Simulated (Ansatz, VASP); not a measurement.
## Si in VASP and in Ansatz

```
Si
1.0
     0.00000    2.72210    2.72210
     2.72210    0.00000    2.72210
     2.72210    2.72210    0.00000
Si
2
Direct
  0.75000 0.75000 0.75000
  0.50000 0.50000 0.50000
```

Alike in both runs: functional r2SCAN; k mesh 10 × 10 × 10; occupations gaussian, width 0.02 eV; no spin polarisation.

Ansatz relaxed the structure, and its values are those at the end. VASP's run is a single point on that final structure, the one shown.

|  | VASP | Ansatz |
| --- | --- | --- |
| version | VASP 6.6.1 | Ansatz 0.2.0 |
| potentials or method | VASP PAW PBE potentials, release 64 (Si), cutoff 520 eV | scalar-relativistic, plane waves, PAW |
| valence electrons in the cell | 8 | 8 |

```tsv
	VASP	Ansatz	Ansatz less VASP
gap on the k mesh at the Fermi level (eV)	0.79	0.78	-0.015
least direct gap on the mesh (eV)	2.76	2.74	-0.016
pressure (GPa)	-0.2	0.0	+0.24
```

VASP's potentials were made for PBE, not for r2SCAN. The functional is the same, so the differences come from potentials, cutoffs and numerics.
